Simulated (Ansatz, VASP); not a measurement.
# One calculation of SiO2, two programs

```
CELL_PARAMETERS angstrom
0.00000 5.04620 4.49460
4.09700 0.00000 4.49460
4.09700 5.04620 0.00000
ATOMIC_POSITIONS crystal
Si 0.20120 0.04880 0.95120
Si 0.70120 0.54880 0.45120
Si 0.29880 0.45120 0.04880
Si 0.79880 0.95120 0.54880
Si 0.79880 0.95120 0.04880
Si 0.29880 0.45120 0.54880
Si 0.20120 0.04880 0.45120
Si 0.70120 0.54880 0.95120
O 0.40280 0.51717 0.21441
O 0.90280 0.01717 0.71441
O 0.26717 0.15280 0.61562
O 0.76717 0.65280 0.11562
O 0.36562 0.71441 0.51717
O 0.86562 0.21441 0.01717
O 0.46441 0.11562 0.15280
O 0.96441 0.61562 0.65280
O 0.09720 0.98283 0.28559
O 0.59720 0.48283 0.78559
O 0.23283 0.34720 0.88438
O 0.73283 0.84720 0.38438
O 0.13438 0.78559 0.98283
O 0.63438 0.28559 0.48283
O 0.03559 0.38438 0.34720
O 0.53559 0.88438 0.84720
```

Alike in both runs: task electric field gradients; functional PBE; k mesh 4 × 4 × 4; no spin polarisation.

```csv
,VASP,Ansatz
version,VASP 6.6.1,Ansatz 0.2.0
potentials or method,"VASP PAW PBE potentials, release 64 (Si, O)","plane-wave PAW, scalar-relativistic"
plane-wave cutoff (eV),520,420
occupations,"gaussian, width 0.01 eV",fixed
valence electrons in the cell,128,128
```

|  | VASP | Ansatz | Ansatz less VASP |
| --- | --- | --- | --- |
| gap on the k mesh at the Fermi level (eV) | 5.59 | 5.61 | +0.017 |
| rms of the force components (eV/Å) | 0.011 | 0.000 | -0.0104 |
| size of Vzz on the site where it differs most (V/Å²) | 11.5 | 10.3 | -1.22 |

Atom by atom the forces differ by 0.011 eV/Å (rms over components).
